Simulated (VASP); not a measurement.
# WF3 in VASP: further runs

Runs on WF3. Level: PBE. Tasks: single point, relaxation of cell and atoms.

Everything below comes from runs of VASP 6.6.1. Logs are shortened: lines on timing, memory, paths and dates and some standing lists are left out, and cuts for length are marked.

## 1. The cell of the first run

It takes space group Pm-3m (No. 221, cubic). Conventional cell: a = 3.441 Å, b = 3.441 Å, c = 3.441 Å, α = 90.00°, β = 90.00°, γ = 90.00°. Within 3.2 Å of W (site symmetry m-3m) lie 12 F at 2.43 Å. Within 3.2 Å of F (site symmetry 4/mmm) lie 4 W at 2.43 Å and 8 F at 2.43 Å.

## 2. Single point, PBE, collinear spin

INCAR reads:

```
  PREC = Accurate
  ENCUT = 520
  EDIFF = 1E-7
  ISMEAR = 0
  SIGMA = 0.1
  LREAL = False
  LASPH = True
  NELM = 150
  ALGO = Normal
  ISIF = 2
  LWAVE = False
  LCHARG = True
  ISPIN = 2
  MAGMOM = 2.08 0 0 0
  LORBIT = 11
  LMAXMIX = 4
  GGA = PE
  LELF = True
  LVHAR = True
  NBANDS = 30
```

KPOINTS reads:

```
Automatic mesh
0
Gamma
  14 14 14
```

POSCAR reads:

```
WF3
1.0
    3.4413107031      0.0000000000      0.0000000000
    0.0000000000      3.4413107031      0.0000000000
    0.0000000000      0.0000000000      3.4413107031
W F
1 3
Direct
    0.0000000000      0.0000000000      0.0000000000
    0.5000000000      0.5000000000      0.0000000000
    0.0000000000      0.5000000000      0.5000000000
    0.5000000000      0.0000000000      0.5000000000
```

Potentials or basis: VASP PAW PBE potentials, release 64 (W_sv, F).

Started as:

```
$ cat potpaw_PBE.64/W_sv/POTCAR potpaw_PBE.64/F/POTCAR > POTCAR
$ mpirun -np 1 vasp_std > vasp.out
```

OUTCAR:

```text
PREC = Accurate
   ENCUT = 520
   EDIFF = 1E-7
   ISMEAR = 0
   LREAL = False
   LASPH = True
   NELM = 150
   ISIF = 2
   ISPIN = 2
   LORBIT = 11
   GGA = PE

 ion  position               nearest neighbor table
   1  0.000  0.000  0.000-   2 2.43   3 2.43   4 2.43   3 2.43   4 2.43   2 2.43   3 2.43   3 2.43
                             2 2.43   4 2.43   4 2.43   2 2.43
   2  0.500  0.500  0.000-   1 2.43   1 2.43   1 2.43   1 2.43
   3  0.000  0.500  0.500-   1 2.43   1 2.43   1 2.43   1 2.43
   4  0.500  0.000  0.500-   1 2.43   1 2.43   1 2.43   1 2.43

  LATTYP: Found a simple cubic cell.
 ALAT       =     3.4413107031

  Lattice vectors:

 A1 = (   3.4413107031,   0.0000000000,   0.0000000000)
 A2 = (   0.0000000000,   3.4413107031,   0.0000000000)
 A3 = (   0.0000000000,   0.0000000000,   3.4413107031)

Analysis of symmetry for initial positions (statically):
=====================================================================
 Subroutine PRICEL returns:
 Original cell was already a primitive cell.

 Routine SETGRP: Setting up the symmetry group for a
 simple cubic supercell.

 Subroutine GETGRP returns: Found 48 space group operations
 (whereof 48 operations were pure point group operations)
 out of a pool of 48 trial point group operations.

The static configuration has the point symmetry O_h .

Analysis of symmetry for dynamics (positions and initial velocities):
=====================================================================
 Subroutine PRICEL returns:
 Original cell was already a primitive cell.

 Routine SETGRP: Setting up the symmetry group for a
 simple cubic supercell.

 Subroutine GETGRP returns: Found 48 space group operations
 (whereof 48 operations were pure point group operations)
 out of a pool of 48 trial point group operations.

The dynamic configuration has the point symmetry O_h .

Analysis of structural, dynamic, and magnetic symmetry:
=====================================================================
 Subroutine PRICEL returns:
 Original cell was already a primitive cell.

 Routine SETGRP: Setting up the symmetry group for a
 simple cubic supercell.

 Subroutine GETGRP returns: Found 48 space group operations
 (whereof 48 operations were pure point group operations)
 out of a pool of 48 trial point group operations.

The overall configuration has the point symmetry O_h .

 Subroutine INISYM returns: Found 48 space group operations
[... 127 lines left out ...]
   LHFCALC =     F    Hartree Fock is set to
   AEXX    =    0.0000 exact exchange contribution
   IVDW    =     0    specifies the selected vdW correction
   LEPSILON=     F    determine dielectric tensor
   LRPA    =     F    only Hartree local field effects (RPA)
 spin polarized calculation
 Gauss-broadening in eV      SIGMA  =   0.10
  energy-cutoff  :      520.00
  volume of cell :       40.75
 maximum number of plane-waves:      1112
 NGX is ok and might be reduce to    28
   NGX = 13   NGY = 13   NGZ = 13

 number of electron      34.9999975 magnetization       2.7699650

 Free energy of the ion-electron system (eV)
  ---------------------------------------------------
  ext. energy  EPLUGINS =         0.00000000
  ---------------------------------------------------
  free energy    TOTEN  =       -21.64771406 eV

  energy without entropy =      -21.63665762  energy(sigma->0) =      -21.64218584

 E-fermi :   6.7928     XC(G=0): -12.0836

 val. band max:        6.7842736315   @ k =   0.5000   0.2143   0.0000
 cond. band min:       6.7963579721   @ k =   0.4286   0.1429   0.1429
 fundamental gap:      0.0120843406
 Fermi energy:         6.7927728295

 spin component 1

 k-point     1 :       0.0000    0.0000    0.0000
  band No.  band energies     occupation
      1     -69.5537      1.00000
      2     -33.8112      1.00000
      3     -33.8112      1.00000
      4     -33.8112      1.00000
      5     -18.8594      1.00000
      6     -16.8836      1.00000
[... 757 lines left out ...]
     28      24.7825      0.00000
     29      24.7966      0.00000

 [... further k-points ...]

 spin component 2

 k-point     1 :       0.0000    0.0000    0.0000
  band No.  band energies     occupation
      1     -68.3751      1.00000
      2     -32.2336      1.00000
      3     -32.2336      1.00000
      4     -32.2336      1.00000
      5     -18.7785      1.00000
      6     -16.8254      1.00000
[... 757 lines left out ...]
     28      25.2901      0.00000
     29      25.5149      0.00000

 [... further k-points ...]

 [bands above 29 left out]

------------------------ aborting loop because EDIFF is reached ----------------------------------------

  FORCE on cell =-STRESS in cart. coord.  units (eV):
  Direction    XX          YY          ZZ          XY          YZ          ZX
  --------------------------------------------------------------------------------------
  -------------------------------------------------------------------------------------
  Total        0.0219008      0.0219008      0.0219008      0.0000000     -0.0000000      0.0000000
  in kB        0.8609927      0.8609927      0.8609927      0.0000000     -0.0000000      0.0000000
  external PRESSURE =       0.8609927 kB  Pullay stress =       0.0000000 kB

 VOLUME and BASIS-vectors are now :
 -----------------------------------------------------------------------------
  energy-cutoff  :      520.00
  volume of cell :       40.75
      direct lattice vectors                 reciprocal lattice vectors
     3.441310703  0.000000000  0.000000000     0.290586955  0.000000000  0.000000000
     0.000000000  3.441310703  0.000000000     0.000000000  0.290586955  0.000000000
     0.000000000  0.000000000  3.441310703     0.000000000  0.000000000  0.290586955

 POSITION                                       TOTAL-FORCE (eV/Angst)
 -----------------------------------------------------------------------------------
      0.00000      0.00000      0.00000         0.000000      0.000000      0.000000
      1.72066      1.72066      0.00000         0.000000      0.000000      0.000000
      0.00000      1.72066      1.72066         0.000000      0.000000      0.000000
      1.72066      0.00000      1.72066         0.000000      0.000000      0.000000
 -----------------------------------------------------------------------------------
    total drift:                                0.000000      0.000000      0.000000

  FREE ENERGIE OF THE ION-ELECTRON SYSTEM (eV)
  ---------------------------------------------------
  free  energy   TOTEN  =       -21.6477140552 eV

  energy  without entropy=      -21.6366576180  energy(sigma->0) =      -21.64218584

 total charge

# of ion       s       p       d       tot
------------------------------------------
    1        2.164   6.083   3.093  11.340
    2        1.752   4.313   0.000   6.065
    3        1.752   4.313   0.000   6.065
    4        1.752   4.313   0.000   6.065
--------------------------------------------------
tot          7.419  19.024   3.093  29.536

 magnetization (x)

# of ion       s       p       d       tot
------------------------------------------
    1        0.040   0.018   2.282   2.339
    2        0.010   0.010   0.000   0.021
    3        0.010   0.010   0.000   0.021
    4        0.010   0.010   0.000   0.021
--------------------------------------------------
tot          0.071   0.048   2.282   2.401
```

OSZICAR:

```text
N       E                     dE             d eps       ncg     rms          rms(c)
DAV:   1     0.305729103920E+03    0.30573E+03   -0.18545E+04 14408   0.126E+03
DAV:   2    -0.884117095700E+01   -0.31457E+03   -0.29961E+03 15568   0.378E+02
DAV:   3    -0.253346400718E+02   -0.16493E+02   -0.16323E+02 16686   0.845E+01
DAV:   4    -0.254486226811E+02   -0.11398E+00   -0.11395E+00 15900   0.746E+00
DAV:   5    -0.254493541233E+02   -0.73144E-03   -0.73143E-03 16810   0.568E-01    0.142E+01
DAV:   6    -0.217151697534E+02    0.37342E+01   -0.87191E+00 15430   0.226E+01    0.686E+00
DAV:   7    -0.216621651612E+02    0.53005E-01   -0.48657E-01 16230   0.493E+00    0.382E+00
DAV:   8    -0.216514180972E+02    0.10747E-01   -0.11842E-01 15948   0.253E+00    0.201E+00
DAV:   9    -0.216482055304E+02    0.32126E-02   -0.13411E-02 16784   0.815E-01    0.408E-01
DAV:  10    -0.216472010413E+02    0.10045E-02   -0.38014E-03 16212   0.461E-01    0.233E-01
DAV:  11    -0.216476764199E+02   -0.47538E-03   -0.66205E-04 16152   0.186E-01    0.636E-02
DAV:  12    -0.216477061476E+02   -0.29728E-04   -0.65251E-05 16344   0.624E-02    0.227E-02
DAV:  13    -0.216477127408E+02   -0.65932E-05   -0.96475E-06 16038   0.226E-02    0.102E-02
DAV:  14    -0.216477137898E+02   -0.10491E-05   -0.14159E-06 16458   0.866E-03    0.319E-03
DAV:  15    -0.216477140990E+02   -0.30919E-06   -0.19130E-07 14536   0.271E-03    0.162E-03
DAV:  16    -0.216477140552E+02    0.43854E-07   -0.48012E-08 11634   0.165E-03
   1 F= -.21647714E+02 E0= -.21642186E+02  d E =-.110564E-01  mag=     2.7699
```

stdout:

```text
POSCAR found type information on POSCAR W F
 POSCAR found :  2 types and       4 ions
 scaLAPACK will be used
 LDA part: xc-table for (Slater+PW92), standard interpolation
 POSCAR, INCAR and KPOINTS ok, starting setup
 FFT: planning ... GRIDC
 FFT: planning ... GRID_SOFT
 FFT: planning ... GRID
 WAVECAR not read
 entering main loop
```

Run time: 2.5 min. Hardware: 1 thread of AMD EPYC 9R45 (Zen 5), shared host; peak memory 0.29 GiB.

What came out:

```
Free energy                                           : -21.6477 eV
Pressure                                              : 0.1 GPa
Net moment                                            : 2.77 μB per cell
Site moments                                          : W +2.34; F +0.02 μB
Valence electrons inside the program's atomic spheres : W 11.34; F 6.07
```

Caveat: spin-orbit coupling is left out, which moves the levels of the heavy elements.

[end of part 1 of 2]
